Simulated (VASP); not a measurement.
# Cu (P-3m1) in VASP: a series of runs

Cu is run at these levels: PBEsol; tasks: single point.

All numbers are computed with VASP 6.6.1; they aren't measurements. Logs are shortened: lines on timing, memory, paths and dates and some standing lists are left out, and cuts for length are marked.

## (1) The cell of the first run

The structure is trigonal, space group P-3m1 (No. 164). Conventional cell: a = 2.521 Å, b = 2.521 Å, c = 4.117 Å, α = 90.00°, β = 90.00°, γ = 120.00°. Within 3.2 Å of Cu (site symmetry 3m) lie 12 Cu at 2.45 to 2.59 Å.

## (2) Single point, PBEsol (atoms displaced along a vibrational mode)

INCAR reads:

```
SYSTEM = Cu
ALGO = Fast
EDIFF = 1E-6
ENCUT = 520
GGA = PS
ISIF = 2
ISMEAR = 0
LASPH = .True.
LCHARG = .False.
LREAL = .False.
LWAVE = .False.
NBANDS = 18
NELM = 80
PREC = Accurate
SIGMA = 0.15
```

KPOINTS reads:

```
k-points
0
Gamma
  30 30 14
  0 0 0
```

POSCAR reads:

```
Cu
1.0
    2.5205910259      0.0000000000      0.0000000000
   -1.2602955130      2.1828958610      0.0000000000
    0.0000000000      0.0000000000      4.1165232698
Cu
2
Direct
    0.3333333333      0.6666666667      0.2609315549
    0.6666666667      0.3333333333      0.7390684451
```

Potentials or basis: VASP PAW PBE potentials, release 64 (Cu).

On the command line:

```
cat potpaw_PBE.64/Cu/POTCAR > POTCAR
mpirun -np 1 vasp_std > vasp.out
```

OUTCAR:

```text
SYSTEM = Cu
   EDIFF = 1E-6
   ENCUT = 520
   GGA = PS
   ISIF = 2
   ISMEAR = 0
   LASPH = .True.
   LREAL = .False.
   NELM = 80
   PREC = Accurate

 ion  position               nearest neighbor table
   1  0.333  0.667  0.261-   2 2.45   2 2.45   2 2.45   2 2.59   2 2.59   2 2.59
   2  0.667  0.333  0.739-   1 2.45   1 2.45   1 2.45   1 2.59   1 2.59   1 2.59

  LATTYP: Found a hexagonal cell.
 ALAT       =     2.5205910259
 C/A-ratio  =     1.6331579489

  Lattice vectors:

 A1 = (   2.5205910259,   0.0000000000,   0.0000000000)
 A2 = (  -1.2602955130,   2.1828958610,   0.0000000000)
 A3 = (   0.0000000000,   0.0000000000,   4.1165232698)

Analysis of symmetry for initial positions (statically):
=====================================================================
 Subroutine PRICEL returns:
 Original cell was already a primitive cell.

 Routine SETGRP: Setting up the symmetry group for a
 hexagonal supercell.

 Subroutine GETGRP returns: Found 12 space group operations
 (whereof 12 operations were pure point group operations)
 out of a pool of 24 trial point group operations.

The static configuration has the point symmetry D_3d.

Analysis of symmetry for dynamics (positions and initial velocities):
=====================================================================
 Subroutine PRICEL returns:
 Original cell was already a primitive cell.

 Routine SETGRP: Setting up the symmetry group for a
 hexagonal supercell.

 Subroutine GETGRP returns: Found 12 space group operations
 (whereof 12 operations were pure point group operations)
 out of a pool of 24 trial point group operations.

The dynamic configuration has the point symmetry D_3d.

 Subroutine INISYM returns: Found 12 space group operations
 (whereof 12 operations are pure point group operations),
 and found     1 'primitive' translations

----------------------------------------------------------------------------------------

                                     Primitive cell

  volume of cell :      22.6499

  direct lattice vectors                    reciprocal lattice vectors
     2.520591026  0.000000000  0.000000000     0.396732350  0.229053529  0.000000000
    -1.260295513  2.182895861  0.000000000     0.000000000  0.458107058  0.000000000
     0.000000000  0.000000000  4.116523270     0.000000000  0.000000000  0.242923442

  length of vectors
     2.520591026  2.520591026  4.116523270     0.458107058  0.458107058  0.242923442

  position of ions in fractional coordinates (direct lattice)
[... 73 lines left out ...]
   ISPIN  =      1    spin polarized calculation?
   LNONCOLLINEAR =      F non collinear calculations
   LSORBIT =      F    spin-orbit coupling
   LASPH  =      T    aspherical Exc in radial PAW
   ENCUT  =  520.0 eV  38.22 Ry    6.18 a.u.   4.69  4.69  7.65*2*pi/ulx,y,z
   NELM   =     80;   NELMIN=  2; NELMDL= -5     # of ELM steps
   EDIFF  = 0.1E-05   stopping-criterion for ELM
   LREAL  =      F    real-space projection
[... 7 lines left out ...]
   TEBEG  =    0.0;   TEEND  =   0.0 temperature during run
   PSTRESS=    0.0 pullay stress
   NELECT =      22.0000    total number of electrons
   NUPDOWN=      -1.0000    fix difference up-down
   EMIN   =  10.00;   EMAX   =-10.00  energy-range for DOS
   EFERMI =   0.00;   METHOD = LEGACY
   ISMEAR =     0;   SIGMA  =   0.15  broadening in eV -4-tet -1-fermi 0-gaus
   EFERMI_NEDOS =   21; number of points for ismear=-14 and -15
   IALGO  =     68    algorithm
   IMIX   =      4    mixing-type and parameters
     AMIX     =   0.40;   BMIX     =  1.00
     AMIX_MAG =   1.60;   BMIX_MAG =  1.00
  volume/ion in A,a.u.               =      11.32        76.42
  Fermi-wavevector in a.u.,A,eV,Ry     =   1.621289  3.063792 35.763969  2.628578
  Thomas-Fermi vector in A             =   2.715089
   LORBIT       =      0    0 simple, 1 ext, 2 COOP (PROOUT), +10 PAW based schemes
   GGA     = PS    functional components
   LHFCALC =     F    Hartree Fock is set to
   AEXX    =    0.0000 exact exchange contribution
   IVDW    =     0    specifies the selected vdW correction
   LEPSILON=     F    determine dielectric tensor
   LRPA    =     F    only Hartree local field effects (RPA)
 non-spin polarized calculation
 RMM-DIIS sequential band-by-band and
 Gauss-broadening in eV      SIGMA  =   0.15
  energy-cutoff  :      520.00
  volume of cell :       22.65
 maximum number of plane-waves:       628
 NGX is ok and might be reduce to    20
   NGX =  9   NGY =  9   NGZ = 15

 number of electron      21.9999992 magnetization

 Free energy of the ion-electron system (eV)
  ---------------------------------------------------
  ext. energy  EPLUGINS =         0.00000000
  ---------------------------------------------------
  free energy    TOTEN  =        -8.57057318 eV

  energy without entropy =       -8.56436039  energy(sigma->0) =       -8.56746678

 E-fermi :   7.9049     XC(G=0): -13.1499

 val. band max:        7.8932503045   @ k =  -0.2000   0.5000   0.2857
 cond. band min:       7.9080811587   @ k =   0.3000   0.2000   0.2857
 fundamental gap:      0.0148308541
 Fermi energy:         7.9049430562

 k-point     1 :       0.0000    0.0000    0.0000
  band No.  band energies     occupation
      1      -1.7907      2.00000
      2       2.5746      2.00000
      3       4.7676      2.00000
      4       4.8142      2.00000
      5       4.8142      2.00000
      6       5.0158      2.00000
[... 481 lines left out ...]
      5       4.7797      2.00000
      6       4.9199      2.00000
[... 10 lines left out ...]
     17      25.7897      0.00000
     18      28.8441      0.00000

 [... further k-points ...]

------------------------ aborting loop because EDIFF is reached ----------------------------------------

  FORCE on cell =-STRESS in cart. coord.  units (eV):
  Direction    XX          YY          ZZ          XY          YZ          ZX
  --------------------------------------------------------------------------------------
  -------------------------------------------------------------------------------------
  Total        0.2013563      0.2013563      0.4477950     -0.0000000      0.0000000      0.0000000
  in kB       14.2432732     14.2432732     31.6755250     -0.0000000      0.0000000      0.0000000
  external PRESSURE =      20.0540238 kB  Pullay stress =       0.0000000 kB

 VOLUME and BASIS-vectors are now :
 -----------------------------------------------------------------------------
  energy-cutoff  :      520.00
  volume of cell :       22.65
      direct lattice vectors                 reciprocal lattice vectors
     2.520591026  0.000000000  0.000000000     0.396732350  0.229053529  0.000000000
    -1.260295513  2.182895861  0.000000000     0.000000000  0.458107058  0.000000000
     0.000000000  0.000000000  4.116523270     0.000000000  0.000000000  0.242923442

 POSITION                                       TOTAL-FORCE (eV/Angst)
 -----------------------------------------------------------------------------------
     -0.00000      1.45526      1.07413        -0.000000      0.000000     -0.742879
      1.26030      0.72763      3.04239         0.000000     -0.000000      0.742879
 -----------------------------------------------------------------------------------
    total drift:                                0.000000     -0.000000     -0.000000

  FREE ENERGIE OF THE ION-ELECTRON SYSTEM (eV)
  ---------------------------------------------------
  free  energy   TOTEN  =        -8.5705731808 eV

  energy  without entropy=       -8.5643603850  energy(sigma->0) =       -8.56746678
```

stdout:

```text
POSCAR found type information on POSCAR Cu
 POSCAR found :  1 types and       2 ions
 scaLAPACK will be used
 -----------------------------------------------------------------------------
|                                                                             |
|                                                                             |
|     You enforced a specific xc type in the INCAR file but a different       |
|     I HOPE YOU KNOW WHAT YOU ARE DOING!                                     |
|                                                                             |
 -----------------------------------------------------------------------------

 LDA part: xc-table for (Slater+PW92), standard interpolation
 POSCAR, INCAR and KPOINTS ok, starting setup
 FFT: planning ... GRIDC
 FFT: planning ... GRID_SOFT
 FFT: planning ... GRID
 WAVECAR not read
 entering main loop
WARNING in EDDRMM: call to ZHEGV failed, returncode =   8  4     18
WARNING in EDDRMM: call to ZHEGV failed, returncode =   8  4     16
WARNING in EDDRMM: call to ZHEGV failed, returncode =   8  4     16
WARNING in EDDRMM: call to ZHEGV failed, returncode =   6  3     14
WARNING in EDDRMM: call to ZHEGV failed, returncode =   6  3     16
```

It took 7.2 min on 1 thread of Intel Xeon Platinum 8259CL at 2.50GHz (Skylake/Cascade Lake), shared host; peak memory 0.47 GiB.

Results:

```yaml
Free_energy: -8.5706 eV
Pressure: 2.0 GPa
Largest_force: 0.743 eV/Å
Band_gap_on_the_k_mesh: zero (bands 11 and 12 overlap by 6.06 eV)
```

Forces on the atoms (eV/Å):
```
Cu   0.000  0.000 -0.743
Cu   0.000  0.000  0.743
```

Caveat: the cell differs from its parent crystal (atoms displaced along a vibrational mode); the PAW data sets were made with another functional, which shifts forces and pressure a little.

## (3) Single point, PBEsol (atoms displaced along a vibrational mode)

INCAR reads:

```
SYSTEM = Cu
PREC = Accurate
ENCUT = 520
EDIFF = 1E-7
ISMEAR = 0
SIGMA = 0.15
LREAL = .FALSE.
LASPH = .TRUE.
NELM = 80
ALGO = Fast
ISIF = 2
LWAVE = .FALSE.
LCHARG = .TRUE.
GGA = PS
LELF = .TRUE.
LVHAR = .TRUE.
NBANDS = 18
```

KPOINTS reads:

```
regular mesh
0
G
  30 30 14
  0 0 0
```

POSCAR reads:

```
Cu
1.0
    2.5205910259      0.0000000000      0.0000000000
   -1.2602955130      2.1828958610      0.0000000000
    0.0000000000      0.0000000000      4.1165232698
Cu
2
Direct
    0.3333333333      0.6666666667      0.2536438516
    0.6666666667      0.3333333333      0.7463561484
```

Potentials or basis: VASP PAW PBE potentials, release 64 (Cu).

On the command line:

```
cat potpaw_PBE.64/Cu/POTCAR > POTCAR
mpirun -np 1 vasp_std > vasp.out
```

It took 9.2 min on 1 thread of Intel Xeon Platinum 8259CL at 2.50GHz (Skylake/Cascade Lake), shared host; peak memory 0.47 GiB.

The run converged. Its results:

- Free energy: -8.6000 eV
- Pressure: 0.7 GPa
- Largest force: 0.244 eV/Å
- Band gap on the k mesh: zero (bands 11 and 12 overlap by 6.11 eV)

Forces in eV/Å, atoms in the order of the input:
```
Cu   0.000  0.000 -0.244
Cu   0.000  0.000  0.244
```

Stress tensor (GPa, compression positive):
```
0.33 0.00 0.00
0.00 0.33 0.00
0.00 0.00 1.37
```

Levels at points of the mesh, in eV from the Fermi level:
```tsv
k point	band 9	band 10	band 11	band 12	band 13	band 14
(0.00, 0.00, 0.00)	-2.54	-1.74	-1.74	-1.13	3.97	21.71
(0.50, 0.00, 0.00)	-1.60	-1.54	0.01	1.65	7.92	8.39
(0.00, 0.00, 0.50)	-2.01	-2.01	-1.96	-1.96	12.60	12.99
(0.50, 0.00, 0.50)	-1.59	-1.58	0.41	0.48	5.04	5.11
```

Caveat: the cell differs from its parent crystal (atoms displaced along a vibrational mode); the PAW data sets were made with another functional, which shifts forces and pressure a little.
